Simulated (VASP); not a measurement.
Set up this calculation in VASP 6.6.1, as the native input.

```
Task                   : single point
Functional             : r2SCAN
Potentials or basis    : VASP PAW PBE potentials, release 64 (Ba_sv, Ti_sv, O)
Cutoff                 : 520 eV
k mesh                 : 8 × 8 × 8
Occupations            : fermi-dirac, width 0.02 eV
Spin                   : no spin polarisation
Dipole correction      : no
Further INCAR settings : ALGO = Normal; EDIFF = 1e-07; NBANDS = 28
```

The system is BaTiO3.

```
CELL_PARAMETERS angstrom
3.91288 0.00000 0.00000
0.00000 3.91288 0.00000
0.00000 0.00000 3.91288
ATOMIC_POSITIONS crystal
Ba 0.50000 0.50000 0.50000
Ti 0.00000 0.00000 0.00000
O 0.50000 0.00000 0.00000
O 0.00000 0.50000 0.00000
O 0.00000 0.00000 0.50000
```

The input as run:

POSCAR

```
BaTiO3
1.0
    3.9128820600      0.0000000000      0.0000000000
    0.0000000000      3.9128820600      0.0000000000
    0.0000000000      0.0000000000      3.9128820600
Ba Ti O
1 1 3
Direct
    0.5000000000      0.5000000000      0.5000000000
    0.0000000000      0.0000000000      0.0000000000
    0.5000000000      0.0000000000      0.0000000000
    0.0000000000      0.5000000000      0.0000000000
    0.0000000000      0.0000000000      0.5000000000
```

INCAR.step1

```
PREC = Accurate
ENCUT = 520
ISMEAR = -1
SIGMA = 0.02
LREAL = F
LASPH = T
NELM = 60
NBANDS = 28
GGA = PE
ALGO = Normal
EDIFF = 1E-4
LWAVE = T
LCHARG = F
```

INCAR.step2

```
PREC = Accurate
ENCUT = 520
EDIFF = 1E-7
ISMEAR = -1
SIGMA = 0.02
LREAL = F
LASPH = T
NELM = 60
ALGO = Normal
ISIF = 2
LWAVE = F
LCHARG = F
METAGGA = R2SCAN
LMIXTAU = T
NBANDS = 28
ISTART = 1
```

KPOINTS

```
regular mesh
0
Gamma
  8 8 8
```

Potentials or basis: VASP PAW PBE potentials, release 64 (Ba_sv, Ti_sv, O).

Run with:

```sh
$ cat potpaw_PBE.64/Ba_sv/POTCAR potpaw_PBE.64/Ti_sv/POTCAR potpaw_PBE.64/O/POTCAR > POTCAR
$ cp INCAR.step1 INCAR
$ mpirun -np 1 vasp_std > vasp.out
$ cp INCAR.step2 INCAR
$ mpirun -np 1 vasp_std > vasp.out
```

Results of the run:

```yaml
Pressure: 15.3 GPa
Band_gap_on_the_k_mesh: 2.29 eV, indirect (least direct gap 2.38 eV)
```

Caveat: the PAW data sets were made with another functional, which shifts forces and pressure a little; spin-orbit coupling is left out, which moves the levels of the heavy elements.

Wall time 2.1 min on 1 thread of Intel(R) Xeon(R) 6975P-C (Granite Rapids) (shared host), peak memory 0.21 GiB.
